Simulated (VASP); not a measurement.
A run of VASP 6.6.1 is set up as follows.

POSCAR

```
CdS
1.0
    0.0000000000      2.7532440000      2.7532440000
    2.7532440000      0.0000000000      2.7532440000
    2.7532440000      2.7532440000      0.0000000000
Cd S
1 1
Direct
    0.0000000000      0.0000000000      0.0000000000
    0.5000000000      0.5000000000      0.5000000000
```

File INCAR.step1:

```
PREC = Accurate
ENCUT = 520
EDIFF = 1E-5
ISMEAR = -1
SIGMA = 0.05
LREAL = False
LASPH = True
NELM = 80
ALGO = Normal
ISIF = 2
LWAVE = True
GGA = PE
NBANDS = 16
```

Contents of INCAR.step2:

```
PREC = Accurate
ENCUT = 520
EDIFF = 1E-6
ISMEAR = -1
SIGMA = 0.05
LREAL = False
LASPH = True
NELM = 80
ALGO = Normal
ISIF = 2
LWAVE = False
LCHARG = True
GGA = PE
LHFCALC = True
HFSCREEN = 0.2079
PRECFOCK = Normal
LELF = True
LVHAR = True
ISTART = 1
NBANDS = 16
```

The input KPOINTS:

```
Automatic mesh
0
Gamma
  4 4 4
```

Potentials or basis: VASP PAW PBE potentials, release 64 (Cd, S).

Command:

```console
$ cat potpaw_PBE.64/Cd/POTCAR potpaw_PBE.64/S/POTCAR > POTCAR
$ cp INCAR.step1 INCAR
$ mpirun -np 1 vasp_std > vasp.out
$ cp INCAR.step2 INCAR
$ mpirun -np 1 vasp_std > vasp.out
```

Question: Estimate the band gap on the k mesh.

Answer: 1.21 eV (least direct gap 2.55 eV).

Question: Estimate the pressure.

Answer: -1.5 GPa.

Caveat: the k points lie up to 0.49 Å⁻¹ apart; the PAW data sets were made with another functional, which shifts forces and pressure a little. A k mesh can miss the band edges.
